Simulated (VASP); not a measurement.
# AuS2 (P6_3/mmc) in VASP: a series of runs

AuS2 is run at these levels: PBE; tasks: relaxation of cell and atoms, single point.

Program: VASP 6.6.1. These are calculated values, not measurements. Logs are shortened: lines on timing, memory, paths and dates and some standing lists are left out, and cuts for length are marked.

## (1) The cell of the first run

The structure is hexagonal, space group P6_3/mmc (No. 194). The conventional cell has a = 3.564 Å, b = 3.564 Å, c = 10.268 Å, α = 90.00°, β = 90.00°, γ = 120.00°. S (site symmetry 3m) has 3 Au at 2.58 Å and 4 S at 2.89 to 3.11 Å within 3.4 Å. Within 3.4 Å of Au (site symmetry -6m2) lie 6 S at 2.58 Å.

## (2) Relaxation of cell and atoms, PBE

Input file INCAR:

```
SYSTEM = AuS2
PREC     = Accurate       ! precision mode
ENCUT    = 600            ! plane-wave cutoff, eV
EDIFF    = 1E-6           ! SCF threshold, eV
ISMEAR   = 0              ! smearing method
SIGMA    = 0.1            ! smearing width, eV
LREAL    = .False.        ! projectors in reciprocal space
LASPH    = .True.         ! aspherical terms in the spheres
NELM     = 60             ! most SCF steps
ALGO     = Normal         ! electronic algorithm
ISIF     = 3              ! what is computed and relaxed
LWAVE    = .False.        ! write WAVECAR
LCHARG   = .False.        ! write CHGCAR
GGA      = PE             ! functional
IBRION   = 2              ! ionic algorithm
NSW      = 100            ! ionic steps
EDIFFG   = -0.01          ! ionic threshold
```

Input file KPOINTS:

```
Automatic mesh
0
Gamma
  12 12 4
  0 0 0
```

Input file POSCAR:

```
AuS2
1.0
    3.5639603479      0.0000000000      0.0000000000
   -1.7819801739      3.0864801993      0.0000000000
    0.0000000000      0.0000000000     10.2679491828
S Au
4 2
Direct
    0.3333333333      0.6666666667      0.5985839469
    0.6666666667      0.3333333333      0.0985839469
    0.3333333333      0.6666666667      0.9014160531
    0.6666666667      0.3333333333      0.4014160531
    0.3333333333      0.6666666667      0.2500000000
    0.6666666667      0.3333333333      0.7500000000
```

Potentials or basis: VASP PAW PBE potentials, release 64 (S, Au).

Started as:

```sh
$ cat potpaw_PBE.64/S/POTCAR potpaw_PBE.64/Au/POTCAR > POTCAR
$ mpirun -np 1 vasp_std > vasp.out
```

OUTCAR:

```text
SYSTEM = AuS2
   PREC = Accurate
   ENCUT = 600
   EDIFF = 1E-6
   ISMEAR = 0
   LREAL = .False.
   LASPH = .True.
   NELM = 60
   ISIF = 3
   GGA = PE
   IBRION = 2
   NSW = 100
   EDIFFG = -0.01

 ion  position               nearest neighbor table
   1  0.333  0.667  0.599-   6 2.58   6 2.58   6 2.58
   2  0.667  0.333  0.099-   5 2.58   5 2.58   5 2.58
   3  0.333  0.667  0.901-   6 2.58   6 2.58   6 2.58
   4  0.667  0.333  0.401-   5 2.58   5 2.58   5 2.58
   5  0.333  0.667  0.250-   2 2.58   4 2.58   2 2.58   4 2.58   2 2.58   4 2.58
   6  0.667  0.333  0.750-   1 2.58   3 2.58   1 2.58   3 2.58   1 2.58   3 2.58

  LATTYP: Found a hexagonal cell.
 ALAT       =     3.5639603479
 C/A-ratio  =     2.8810503430

  Lattice vectors:

 A1 = (   3.5639603479,   0.0000000000,   0.0000000000)
 A2 = (  -1.7819801739,   3.0864801993,   0.0000000000)
 A3 = (   0.0000000000,   0.0000000000,  10.2679491828)

Analysis of symmetry for initial positions (statically):
=====================================================================
 Subroutine PRICEL returns:
 Original cell was already a primitive cell.

 Routine SETGRP: Setting up the symmetry group for a
 hexagonal supercell.

 Subroutine GETGRP returns: Found 24 space group operations
 (whereof 12 operations were pure point group operations)
 out of a pool of 24 trial point group operations.

The static configuration has the point symmetry D_3d.
 The point group associated with its full space group is D_6h.

Analysis of symmetry for dynamics (positions and initial velocities):
=====================================================================
 Subroutine PRICEL returns:
 Original cell was already a primitive cell.

 Routine SETGRP: Setting up the symmetry group for a
 hexagonal supercell.

 Subroutine GETGRP returns: Found 24 space group operations
 (whereof 12 operations were pure point group operations)
 out of a pool of 24 trial point group operations.

The dynamic configuration has the point symmetry D_3d.
 The point group associated with its full space group is D_6h.

 Subroutine INISYM returns: Found 24 space group operations
 (whereof 12 operations are pure point group operations),
 and found     1 'primitive' translations

----------------------------------------------------------------------------------------

                                     Primitive cell

  volume of cell :     112.9484

  direct lattice vectors                    reciprocal lattice vectors
     3.563960348  0.000000000  0.000000000     0.280586736  0.161996827  0.000000000
    -1.781980174  3.086480199  0.000000000     0.000000000  0.323993655  0.000000000
     0.000000000  0.000000000 10.267949183     0.000000000  0.000000000  0.097390431

  length of vectors
     3.563960348  3.563960348 10.267949183     0.323993655  0.323993655  0.097390431

  position of ions in fractional coordinates (direct lattice)
     0.333333333  0.666666667  0.598583947
     0.666666667  0.333333333  0.098583947
     0.333333333  0.666666667  0.901416053
     0.666666667  0.333333333  0.401416053
     0.333333333  0.666666667  0.250000000
     0.666666667  0.333333333  0.750000000

  ion indices of the primitive-cell ions
   primitive index   ion index
                 1           1
                 2           2
                 3           3
                 4           4
                 5           5
                 6           6

----------------------------------------------------------------------------------------

 KPOINTS: Automatic mesh

Automatic generation of k-mesh.
 Grid dimensions read from file:
 generate k-points for:   12   12    4

 Generating k-lattice:

  Cartesian coordinates                     Fractional coordinates (reciprocal lattice)
     0.023382228  0.013499736  0.000000000     0.083333333  0.000000000  0.000000000
     0.000000000  0.026999471  0.000000000     0.000000000  0.083333333  0.000000000
     0.000000000  0.000000000  0.024347608     0.000000000  0.000000000  0.250000000

  Length of vectors
     0.026999471  0.026999471  0.024347608

  Shift w.r.t. Gamma in fractional coordinates (k-lattice)
     0.000000000  0.000000000  0.000000000

 Subroutine IBZKPT returns following result:
 ===========================================

 Found     57 irreducible k-points:

 Following reciprocal coordinates:
            Coordinates               Weight
  0.000000  0.000000  0.000000      1.000000
  0.083333 -0.000000  0.000000      6.000000
  0.166667 -0.000000  0.000000      6.000000
  0.250000 -0.000000  0.000000      6.000000
  0.333333 -0.000000  0.000000      6.000000
  0.416667 -0.000000  0.000000      6.000000
[... 16 lines left out ...]
  0.250000 -0.000000  0.250000     12.000000
  0.333333 -0.000000  0.250000     12.000000
 [... further k-points ...]
   k-points           NKPTS =     57   k-points in BZ     NKDIM =     57   number of bands    NBANDS=     27
   number of dos      NEDOS =    301   number of ions     NIONS =      6
   total plane-waves  NPLWV =  65856
   dimension x,y,z NGX =    28 NGY =   28 NGZ =   84
   dimension x,y,z NGXF=    56 NGYF=   56 NGZF=  168
   ions per type =               4   2
   NGX,Y,Z   is equivalent  to a cutoff of  13.06, 13.06, 13.60 a.u.
   NGXF,Y,Z  is equivalent  to a cutoff of  26.12, 26.12, 27.20 a.u.
 SYSTEM =  AuS2
   PREC   = accura    normal or accurate (medium, high low for compatibility)
   ISTART =      0    job   : 0-new  1-cont  2-samecut
   ICHARG =      2    charge: 1-file 2-atom 10-const
   ISPIN  =      1    spin polarized calculation?
   LNONCOLLINEAR =      F non collinear calculations
   LSORBIT =      F    spin-orbit coupling
   LASPH  =      T    aspherical Exc in radial PAW
   ENCUT  =  600.0 eV  44.10 Ry    6.64 a.u.   7.12  7.12 20.51*2*pi/ulx,y,z
   NELM   =     60;   NELMIN=  2; NELMDL= -5     # of ELM steps
   EDIFF  = 0.1E-05   stopping-criterion for ELM
   LREAL  =      F    real-space projection
   EDIFFG = -.1E-01   stopping-criterion for IOM
   NSW    =    100    number of steps for IOM
   IBRION =      2    ionic relax: 0-MD 1-quasi-New 2-CG
   NFREE  =      1    steps in history (QN), initial steepest desc. (CG)
   ISIF   =      3    stress and relaxation
   ISYM   =      2    0-nonsym 1-usesym 2-fastsym
   POTIM  = 0.5000    time-step for ionic-motion
   TEBEG  =    0.0;   TEEND  =   0.0 temperature during run
   PSTRESS=    0.0 pullay stress
   NELECT =      46.0000    total number of electrons
   NUPDOWN=      -1.0000    fix difference up-down
   EMIN   =  10.00;   EMAX   =-10.00  energy-range for DOS
   EFERMI =   0.00;   METHOD = LEGACY
   ISMEAR =     0;   SIGMA  =   0.10  broadening in eV -4-tet -1-fermi 0-gaus
   EFERMI_NEDOS =   21; number of points for ismear=-14 and -15
   IALGO  =     38    algorithm
   IMIX   =      4    mixing-type and parameters
     AMIX     =   0.40;   BMIX     =  1.00
     AMIX_MAG =   1.60;   BMIX_MAG =  1.00
  volume/ion in A,a.u.               =      18.82       127.04
  Fermi-wavevector in a.u.,A,eV,Ry     =   1.213484  2.293152 20.035172  1.472544
  Thomas-Fermi vector in A             =   2.348935
   LORBIT       =      0    0 simple, 1 ext, 2 COOP (PROOUT), +10 PAW based schemes
   GGA     = PE    functional components
   LHFCALC =     F    Hartree Fock is set to
   AEXX    =    0.0000 exact exchange contribution
   IVDW    =     0    specifies the selected vdW correction
   LEPSILON=     F    determine dielectric tensor
   LRPA    =     F    only Hartree local field effects (RPA)
 conjugate gradient relaxation of ions
 non-spin polarized calculation
 Gauss-broadening in eV      SIGMA  =   0.10
  energy-cutoff  :      600.00
  volume of cell :      112.95
 maximum number of plane-waves:      3810
   NGX = 15   NGY = 15   NGZ = 41

--------------------------------------- Ionic step        1  -------------------------------------------

 number of electron      45.9999997 magnetization

 Free energy of the ion-electron system (eV)
  ---------------------------------------------------
  ext. energy  EPLUGINS =         0.00000000
  ---------------------------------------------------
  free energy    TOTEN  =       -19.71725779 eV

  energy without entropy =      -19.69374819  energy(sigma->0) =      -19.70550299

------------------------ aborting loop because EDIFF is reached ----------------------------------------

  FORCE on cell =-STRESS in cart. coord.  units (eV):
  Direction    XX          YY          ZZ          XY          YZ          ZX
  --------------------------------------------------------------------------------------
  -------------------------------------------------------------------------------------
  Total       -0.0353940     -0.0353940      0.0073761     -0.0000000     -0.0000000     -0.0000000
  in kB       -0.5020653     -0.5020653      0.1046297     -0.0000000     -0.0000000     -0.0000000
  external PRESSURE =      -0.2998336 kB  Pullay stress =       0.0000000 kB
[... 145 lines left out ...]
  energy  without entropy=      -19.6976319503  energy(sigma->0) =      -19.70832269

--------------------------------------- Ionic step        5  -------------------------------------------

 number of electron      45.9999996 magnetization

 Free energy of the ion-electron system (eV)
  ---------------------------------------------------
  ext. energy  EPLUGINS =         0.00000000
  ---------------------------------------------------
  free energy    TOTEN  =       -19.71931265 eV

  energy without entropy =      -19.69824353  energy(sigma->0) =      -19.70877809

 E-fermi :   6.3395     XC(G=0): -10.7780

 val. band max:        6.3382552358   @ k =   0.2500   0.0833   0.2500
 cond. band min:       6.3454391343   @ k =   0.2500   0.2500   0.5000
 fundamental gap:      0.0071838985
 Fermi energy:         6.3395058597

 k-point     1 :       0.0000    0.0000    0.0000
  band No.  band energies     occupation
      1      -8.4831      2.00000
      2      -7.6819      2.00000
      3      -6.9899      2.00000
      4      -5.4868      2.00000
      5      -0.7935      2.00000
      6       1.1958      2.00000
[... 709 lines left out ...]
     26       7.6231      0.00000
     27       9.3350      0.00000

 [... further k-points ...]

------------------------ aborting loop because EDIFF is reached ----------------------------------------

  FORCE on cell =-STRESS in cart. coord.  units (eV):
  Direction    XX          YY          ZZ          XY          YZ          ZX
  --------------------------------------------------------------------------------------
  -------------------------------------------------------------------------------------
  Total       -0.0489550     -0.0489550      0.0560435     -0.0000000     -0.0000000      0.0000000
  in kB       -0.6986075     -0.6986075      0.7997624     -0.0000000     -0.0000000      0.0000000
  external PRESSURE =      -0.1991509 kB  Pullay stress =       0.0000000 kB
[... 21 lines left out ...]
  FREE ENERGIE OF THE ION-ELECTRON SYSTEM (eV)
  ---------------------------------------------------
  free  energy   TOTEN  =       -19.7193126533 eV

  energy  without entropy=      -19.6982435291  energy(sigma->0) =      -19.70877809

 reached required accuracy - stopping structural energy minimisation
```

Run time: 4 min. Hardware: 1 thread of Intel Xeon 6975P-C (Granite Rapids), shared host; peak memory 0.37 GiB.

Results:

| Quantity | Value |
| --- | --- |
| Free energy | -19.7193 eV |
| Relaxed volume | 18.71 Å³/atom |
| Relaxed cell | a = 3.554 Å, b = 3.554 Å, c = 10.266 Å, α = 90.00°, β = 90.00°, γ = 120.00° |
| Space group after relaxing (to 0.1 Å) | P6_3/mmc (No. 194) |
| Energy gained by relaxing | 0.3 meV/atom |
| Ionic steps | 5 |
| Pressure after relaxing | 0.0 GPa |
| Largest force after relaxing | 0.005 eV/Å |
| Band gap on the k mesh | zero (bands 23 and 24 overlap by 1.19 eV) |

Forces on the atoms (eV/Å):
```
S    0.000  0.000  0.005
S    0.000  0.000  0.005
S    0.000  0.000 -0.005
S    0.000  0.000 -0.005
Au   0.000  0.000  0.000
Au   0.000  0.000  0.000
```

The path:
```tsv
step	energy change (eV)	largest force (eV/Å)	pressure (GPa)	volume (Å³)
1	0.0000	0.0566	-0.03	112.95
2	-0.0006	0.0448	-0.06	112.89
3	-0.0016	0.0075	-0.20	112.72
4	-0.0018	0.0111	-0.25	112.63
5	-0.0021	0.0050	-0.02	112.27
```

Final structure:
```
S Au
1.0
     3.55365    0.00000    0.00000
    -1.77683    3.07755    0.00000
     0.00000    0.00000   10.26584
S Au
4 2
Direct
  0.33333 0.66667 0.59694
  0.66667 0.33333 0.09694
  0.33333 0.66667 0.90306
  0.66667 0.33333 0.40306
  0.33333 0.66667 0.25000
  0.66667 0.33333 0.75000
```

Caveat: spin-orbit coupling is left out, which moves the levels of the heavy elements.

(Part 1 of 2 ends here.)
